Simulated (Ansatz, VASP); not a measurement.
BiAu: VASP beside Ansatz

File POSCAR:

```
BiAu
1.0
    0.0000000000      2.9407647972      2.9407647972
    2.9407647972      0.0000000000      2.9407647972
    2.9407647972      2.9407647972      0.0000000000
Au Bi
1 1
Direct
    0.5000000000      0.5000000000      0.5000000000
    0.0085011899      0.0085011899     -0.0085011899
```

File INCAR.step1:

```
ALGO = Normal ; EDIFF = 1E-4
ENCUT = 520 ; GGA = PE
ISMEAR = 0 ; LASPH = T
LCHARG = F ; LREAL = F
LWAVE = T ; NBANDS = 20
NELM = 100 ; PREC = Accurate
SIGMA = 0.05
```

File INCAR.step2:

```
ALGO = Normal ; EDIFF = 1E-7
ENCUT = 520 ; ISIF = 2
ISMEAR = 0 ; ISTART = 1
LASPH = T ; LCHARG = F
LMIXTAU = T ; LREAL = F
LWAVE = F ; METAGGA = R2SCAN
NBANDS = 20 ; NELM = 100
PREC = Accurate ; SIGMA = 0.05
```

File KPOINTS:

```
k-points
0
Gamma
  10 10 10
```

Input for Ansatz:

```yaml
crystal:
  lattice:
    - [0.0, 2.9407647972, 2.9407647972]
    - [2.9407647972, 0.0, 2.9407647972]
    - [2.9407647972, 2.9407647972, 0.0]
  atoms:
    - { symbol: Au, position: [0.5, 0.5, 0.5] }
    - { symbol: Bi, position: [0.0085011899, 0.0085011899, -0.0085011899] }
basis:
  ecutwfc: 500
  ecutrho_ratio: 4
kpoints:
  mp_grid: { grid: [10, 10, 10] }
hamiltonian:
  xc: r2scan
scf:
  occupations: { method: gaussian, width: 0.05 }
output:
  forces: true
  stress: true
  eigenvalues: true
  write_density: true
  write_potential: true
  elf: true
  volumetric_format: npy
```

Alike in both runs: task single point; functional r2SCAN; k mesh 10 × 10 × 10; occupations gaussian, width 0.05 eV; no spin polarisation.

|  | VASP | Ansatz |
| --- | --- | --- |
| version | VASP 6.6.1 | Ansatz 0.2.0 |
| potentials or method | VASP PAW PBE potentials, release 64 (Au, Bi_d), cutoff 520 eV | scalar-relativistic, plane waves, PAW |
| valence electrons in the cell | 26 | 34 |

Ansatz gave:

- gap on the k mesh at the Fermi level (eV): none
- pressure (GPa): 0.1
- traceless stress, the component that is largest in VASP (GPa): 0.15
- rms of the force components (eV/Å): 0.104

Which values does VASP return?

gap on the k mesh at the Fermi level (eV): none; pressure (GPa): 0.1; traceless stress, the component that is largest in VASP (GPa): 0.15; rms of the force components (eV/Å): 0.105.

VASP's potentials were made for PBE, not for r2SCAN. Atom by atom the forces differ by 0.001 eV/Å (rms over components). A gap of «none» marks a metal or a gap that the smearing closes. VASP's potentials hold 26 valence electrons a cell and Ansatz's 34, so a difference there can come from the potentials and not from the codes.

Spin-orbit coupling is off throughout.
